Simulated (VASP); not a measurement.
Here is a VASP 6.6.1 calculation.

Contents of INCAR:

```
SYSTEM = Ba2SrN2
PREC = Accurate ; ENCUT = 520
EDIFF = 1E-6 ; ISMEAR = 0
SIGMA = 0.1 ; LREAL = .False.
LASPH = .True. ; NELM = 100
ALGO = Normal ; ISIF = 2
LWAVE = .False. ; LCHARG = .False.
GGA = PE ; NBANDS = 28
```

Contents of KPOINTS:

```
regular mesh
0
Gamma
  6 6 6
  0 0 0
```

File POSCAR:

```
Ba2SrN2
1.0
   -2.2811532666      2.2811532666      6.8138786904
    2.2811532666     -2.2811532666      6.8138786904
    2.2811532666      2.2811532666     -6.8138786904
Ba Sr N
2 1 2
Direct
    0.2500000000      0.7500000000      0.5000000000
    0.7500000000      0.2500000000      0.5000000000
    0.0000000000      0.0000000000      0.0000000000
    0.6467028138      0.6467028138      0.0000000000
    0.3532971862      0.3532971862      0.0000000000
```

Potentials or basis: VASP PAW PBE potentials, release 64 (Ba_sv, Sr_sv, N).

Run with:

```console
$ cat potpaw_PBE.64/Ba_sv/POTCAR potpaw_PBE.64/Sr_sv/POTCAR potpaw_PBE.64/N/POTCAR > POTCAR
$ mpirun -np 1 vasp_std > vasp.out
```

(1) What does it give for the largest force?

(2) What does it give for the band gap on the k mesh?

(3) What does it give for the pressure?

Results:

(1) 0.200 eV/Å.

(2) zero (band 20 reaches 2.31 eV, above the bottom of band 21 at 2.20 eV).

(3) 1.7 GPa.

Caveat: spin-orbit coupling is left out, which moves the levels of the heavy elements.
